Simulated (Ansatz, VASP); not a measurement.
CO2 in VASP and in Ansatz

```
CELL_PARAMETERS angstrom
5.62400 0.00000 0.00000
0.00000 5.62400 0.00000
0.00000 0.00000 5.62400
ATOMIC_POSITIONS crystal
C 0.00000 0.00000 0.00000
C 0.50000 0.00000 0.50000
C 0.50000 0.50000 0.00000
C 0.00000 0.50000 0.50000
O 0.11995 0.11995 0.11995
O 0.38005 0.88005 0.61995
O 0.61995 0.38005 0.88005
O 0.88005 0.61995 0.38005
O 0.88005 0.88005 0.88005
O 0.61995 0.11995 0.38005
O 0.38005 0.61995 0.11995
O 0.11995 0.38005 0.61995
```

Alike in both runs: task electric field gradients; functional r2SCAN; k mesh 4 × 4 × 4; occupations fermi-dirac, width 0.02 eV; no spin polarisation.

```csv
,VASP,Ansatz
version,VASP 6.6.1,Ansatz 0.2.0
potentials or method,"VASP PAW PBE potentials, release 64 (C, O)","plane-wave PAW, scalar-relativistic"
plane-wave cutoff (eV),520,500
valence electrons in the cell,64,64
```

|  | VASP | Ansatz | Ansatz less VASP |
| --- | --- | --- | --- |
| gap on the k mesh at the Fermi level (eV) | 7.40 | 7.42 | +0.023 |
| pressure (GPa) | -0.8 | -2.5 | -1.76 |
| rms of the force components (eV/Å) | 0.050 | 0.402 | +0.3518 |
| size of Vzz on the site where it differs most (V/Å²) | 57.0 | 35.5 | -21.54 |

VASP's potentials were made for PBE, not for r2SCAN. Atom by atom the forces differ by 0.352 eV/Å (rms over components). One of these differences is far larger than is usual between the two programs; its cause wasn't traced.

Noted on VASP's run: the standard files for N, O and F lose accuracy on very short bonds.
